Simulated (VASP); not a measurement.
Here is a VASP 6.6.1 calculation.

Contents of INCAR:

```
SYSTEM = Mg16HO15
PREC = Accurate
ENCUT = 520
EDIFF = 1E-7
ISMEAR = -1
SIGMA = 0.01
LREAL = Auto
LASPH = .TRUE.
NELM = 60
ALGO = Normal
ISIF = 2
LWAVE = .FALSE.
LCHARG = .FALSE.
GGA = PE
NELECT = 124.0
NBANDS = 84
```

File KPOINTS:

```
Automatic mesh
0
Gamma
  2 2 2
  0.5 0.5 0.5
```

POSCAR

```
Mg16HO15
1.0
   -4.2543812303      4.2543812303      4.2543812303
    4.2543812303     -4.2543812303      4.2543812303
    4.2543812303      4.2543812303     -4.2543812303
Mg O H
16 15 1
Direct
    0.0022926352     -0.0035833829      0.0030153614
    0.0026984959      0.2469305959      0.7520205146
   -0.0034602417      0.4935437480      0.5001510073
   -0.0038782037      0.7436262756      0.2487334277
    0.2475490943     -0.0049314873      0.7515671679
    0.2562054362      0.2411977687      0.5001398888
    0.2483596590      0.4952828366      0.2490722417
    0.2480083795      0.7436377138     -0.0031464145
    0.4993689219     -0.0214976548      0.5000750875
    0.4994064544      0.2412517357      0.2569581168
    0.4994296909      0.4935710212     -0.0027123514
    0.4994429056      0.7463937789      0.7511861826
    0.7508272342     -0.0049373859      0.2482717586
    0.7512831082      0.2469379876      0.0034278596
    0.7426038092      0.4843984140      0.7433398822
    0.7504580221      0.7463894400      0.5001556525
   -0.0018005596     -0.0042663845      0.5001442759
    0.0006925265      0.2469196611      0.2534193316
    0.0006421865      0.4969429359      0.0013676680
   -0.0018533504      0.7456463723      0.7521376098
    0.2427225149     -0.0201460546      0.2434473878
    0.2526830579      0.2469099702      0.0014091493
    0.2474502660      0.4936631356      0.7468260869
    0.2230607531      0.7457954923      0.5001557653
    0.4994163297     -0.0042720585     -0.0010761590
    0.4994071231      0.2365384753      0.7568174399
    0.4994296918      0.7458124840      0.2238128662
    0.7757775054      0.0221282761      0.7765055931
    0.7560892648      0.2365570266      0.5001328286
    0.7461176528      0.4936521362      0.2481809697
    0.7514159320      0.7456679997     -0.0011242958
    0.4993944265      0.6983614976      0.5001224003
```

Potentials or basis: VASP PAW PBE potentials, release 64 (Mg, O, H).

Launch:

```console
$ cat potpaw_PBE.64/Mg/POTCAR potpaw_PBE.64/O/POTCAR potpaw_PBE.64/H/POTCAR > POTCAR
$ mpirun -np 1 vasp_std > vasp.out
```

Estimate the largest force.

0.081 eV/Å.

Forces on the atoms (eV/Å):
```
Mg   0.004 -0.001  0.003
Mg  -0.002  0.000 -0.004
Mg   0.004 -0.004  0.002
Mg   0.000  0.004  0.000
Mg  -0.005  0.001 -0.001
Mg   0.000  0.000 -0.060
Mg   0.007 -0.053  0.004
Mg  -0.001  0.003  0.000
Mg   0.007 -0.003  0.004
Mg  -0.063  0.002 -0.001
Mg   0.001 -0.005  0.004
Mg   0.054 -0.005  0.003
Mg  -0.001  0.001 -0.003
Mg  -0.005  0.002 -0.002
Mg  -0.001  0.060  0.001
Mg   0.005 -0.004  0.054
O   -0.007  0.007  0.000
O   -0.012  0.021  0.041
O   -0.008 -0.001 -0.009
O   -0.012 -0.040 -0.022
O    0.031  0.037  0.030
O    0.041  0.021 -0.010
O   -0.018  0.015  0.037
O   -0.028  0.027  0.069
O    0.002  0.008 -0.008
O   -0.036 -0.031  0.030
O    0.067  0.026 -0.028
O   -0.027 -0.071 -0.028
O    0.029 -0.026 -0.036
O    0.038  0.011 -0.019
O   -0.023 -0.039 -0.013
H   -0.037  0.037 -0.038
```

Caveat: the cell carries a net charge on a neutralising background, which shifts energy and pressure.
